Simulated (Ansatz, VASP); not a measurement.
# Ta4Mo in VASP and in Ansatz

INCAR

```
PREC = Accurate ; ENCUT = 520
EDIFF = 1E-7 ; ISMEAR = 0
SIGMA = 0.1 ; LREAL = F
LASPH = T ; NELM = 80
ALGO = Normal ; ISIF = 2
LWAVE = F ; LCHARG = T
GGA = PE ; LELF = T
LVHAR = T ; NBANDS = 37
```

Contents of KPOINTS:

```
regular mesh
0
Gamma
  6 6 6
```

The input POSCAR:

```
Ta4Mo
1.0
   -2.1171158800      2.1171158800      4.1453648800
    2.1171158800     -2.1171158800      4.1453648800
    2.1171158800      2.1171158800     -4.1453648800
Ta Mo
4 1
Direct
    0.2370000000      0.2370000000      0.0000000000
    0.7630000000      0.7630000000      0.0000000000
    0.5000000000      0.0000000000      0.5000000000
    0.0000000000      0.5000000000      0.5000000000
    0.0000000000      0.0000000000      0.0000000000
```

Input for Ansatz:

```yaml
crystal:
  lattice:
    - [-2.11711588, 2.11711588, 4.14536488]
    - [2.11711588, -2.11711588, 4.14536488]
    - [2.11711588, 2.11711588, -4.14536488]
  atoms:
    - { symbol: Ta, position: [0.237, 0.237, 0.0] }
    - { symbol: Ta, position: [0.763, 0.763, 0.0] }
    - { symbol: Ta, position: [0.5, 0.0, 0.5] }
    - { symbol: Ta, position: [0.0, 0.5, 0.5] }
    - { symbol: Mo, position: [0.0, 0.0, 0.0] }
basis:
  ecutwfc: 420
kpoints:
  mp_grid: { grid: [6, 6, 6] }
hamiltonian:
  xc: pbe
scf:
  occupations: { method: gaussian, width: 0.1 }
  lower_state_search: "off"
output:
  forces: true
  stress: true
  eigenvalues: true
```

Change from the starting cell: species swapped into the SnF4 type (I4/mmm, No. 139).

Alike in both runs: task single point; functional PBE; k mesh 6 × 6 × 6; occupations gaussian, width 0.1 eV; no spin polarisation.

|  | VASP | Ansatz |
| --- | --- | --- |
| version | VASP 6.6.1 | Ansatz 0.2.0 |
| potentials or method | VASP PAW PBE potentials, release 64 (Ta_pv, Mo_sv), cutoff 520 eV | scalar-relativistic, plane waves, PAW |
| valence electrons in the cell | 58 | 66 |

VASP gave:

```
gap on the k mesh at the Fermi level (eV) : none
rms of the force components (eV/Å)        : 6.869
```

Problem. What did Ansatz give for the same quantities?

Solution. gap on the k mesh at the Fermi level (eV): none; rms of the force components (eV/Å): 6.670.

Atom by atom the forces differ by 0.198 eV/Å (rms over components). A gap of «none» marks a metal or a gap that the smearing closes. VASP's potentials hold 58 valence electrons a cell and Ansatz's 66, so a difference there can come from the potentials and not from the codes.

Neither program's run includes spin-orbit coupling.
